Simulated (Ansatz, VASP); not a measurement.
**H: VASP beside Ansatz**

```
H
1.0
     3.87684    0.00000    0.00000
    -1.93842    3.35744    0.00000
     0.00000    0.00000    5.43254
H
4
Cartesian
  0.0000 2.2383 0.9873
  1.9384 1.1191 3.7036
  1.9384 1.1191 4.4452
  0.0000 2.2383 1.7290
```

Alike in both runs: functional r2SCAN; k mesh 9 × 9 × 6; occupations gaussian, width 0.02 eV; no spin polarisation.

Ansatz relaxed the structure, and its values are those at the end. VASP's run is a single point on that final structure, the one shown.

|  | VASP | Ansatz |
| --- | --- | --- |
| version | VASP 6.6.1 | Ansatz 0.2.0 |
| potentials or method | VASP PAW PBE potentials, release 64 (H), cutoff 520 eV | scalar-relativistic, plane waves, PAW |
| valence electrons in the cell | 4 | 4 |

Ansatz gave:

* gap on the k mesh at the Fermi level (eV): 10.21
* least direct gap on the mesh (eV): 10.21
* pressure (GPa): 0.0

Q: Estimate VASP's values.

A: gap on the k mesh at the Fermi level (eV): 10.22; least direct gap on the mesh (eV): 10.22; pressure (GPa): -0.1.

VASP's potentials were made for PBE, not for r2SCAN.
